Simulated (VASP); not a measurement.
Here is a VASP 6.6.1 calculation.

Contents of INCAR:

```
SYSTEM = IrO2
PREC     = Accurate       ! precision mode
ENCUT    = 600            ! plane-wave cutoff, eV
EDIFF    = 1E-6           ! SCF threshold, eV
ISMEAR   = -4             ! smearing method
SIGMA    = 0.15           ! smearing width, eV
LREAL    = .False.        ! projectors in reciprocal space
LASPH    = .True.         ! aspherical terms in the spheres
NELM     = 120            ! most SCF steps
ALGO     = Normal         ! electronic algorithm
ISIF     = 2              ! what is computed and relaxed
LWAVE    = .False.        ! write WAVECAR
LCHARG   = .True.         ! write CHGCAR
GGA      = PS             ! functional
LELF     = .True.         ! ELF
LVHAR    = .True.       
NBANDS   = 30             ! bands
GGA_COMPAT= .False.
```

The input KPOINTS:

```
regular mesh
0
Gamma
  10 10 12
  0 0 0
```

The input POSCAR:

```
IrO2
1.0
    4.3609403623      0.0000000000      0.0000000000
    0.0000000000      4.3609403623      0.0000000000
    0.0000000000      0.0000000000      3.3156229575
Ir O
2 4
Direct
    0.0000000000      0.0000000000      0.0000000000
    0.5000000000      0.5000000000      0.5000000000
    0.3161823621      0.3161823621      0.0000000000
    0.1838176379      0.8161823621      0.5000000000
    0.6838176379      0.6838176379      0.0000000000
    0.8161823621      0.1838176379      0.5000000000
```

Potentials or basis: VASP PAW PBE potentials, release 64 (Ir, O).

The run is started by

```sh
$ cat potpaw_PBE.64/Ir/POTCAR potpaw_PBE.64/O/POTCAR > POTCAR
$ mpirun -np 1 vasp_std > vasp.out
```

Question: Estimate the largest force.

Answer: 0.509 eV/Å.

Question: What does it give for the pressure?

Answer: -1.6 GPa.

Question: Predict the band gap on the k mesh.

Answer: Zero (bands 21 and 22 overlap by 1.32 eV).

Stress tensor (GPa, compression positive):
```
  7.30   0.00   0.00
  0.00   7.30   0.00
  0.00   0.00 -19.47
```

Caveat: the stress differs along the axes, from -19 to 7 GPa; the PAW data sets were made with another functional, which shifts forces and pressure a little; spin-orbit coupling is left out, which moves the levels of the heavy elements; tetrahedron occupations give inexact forces and stress in metals.
